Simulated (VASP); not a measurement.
A run of VASP 6.6.1:

Contents of INCAR:

```
  ALGO = Normal
  EDIFF = 1E-6
  ENCUT = 500
  GGA = RE
  GGA_COMPAT = False
  ISIF = 2
  ISMEAR = 0
  LASPH = True
  LCHARG = True
  LELF = True
  LREAL = False
  LVHAR = True
  LWAVE = False
  NBANDS = 16
  NELM = 120
  PREC = Accurate
  SIGMA = 0.05
```

The input KPOINTS:

```
k-points
0
Gamma
  6 6 6
```

File POSCAR:

```
HgTe
1.0
    0.0000000000      3.2616136825      3.2616136825
    3.2616136825      0.0000000000      3.2616136825
    3.2616136825      3.2616136825      0.0000000000
Hg Te
1 1
Direct
    0.0000000000      0.0000000000      0.0000000000
    0.2500000000      0.2500000000      0.2500000000
```

Potentials or basis: VASP PAW PBE potentials, release 64 (Hg, Te).

The run is started by

```console
$ cat potpaw_PBE.64/Hg/POTCAR potpaw_PBE.64/Te/POTCAR > POTCAR
$ mpirun -np 1 vasp_std > vasp.out
```

Hardware: 1 thread of Intel(R) Xeon(R) Platinum 8488C (Sapphire Rapids), with other jobs on the host.

Estimate the wall time of this run.

Run time: 12 s on 1 thread of Intel(R) Xeon(R) Platinum 8488C (Sapphire Rapids) (shared host), peak memory 0.2 GiB. Counts: scf iterations 13, k points 16.
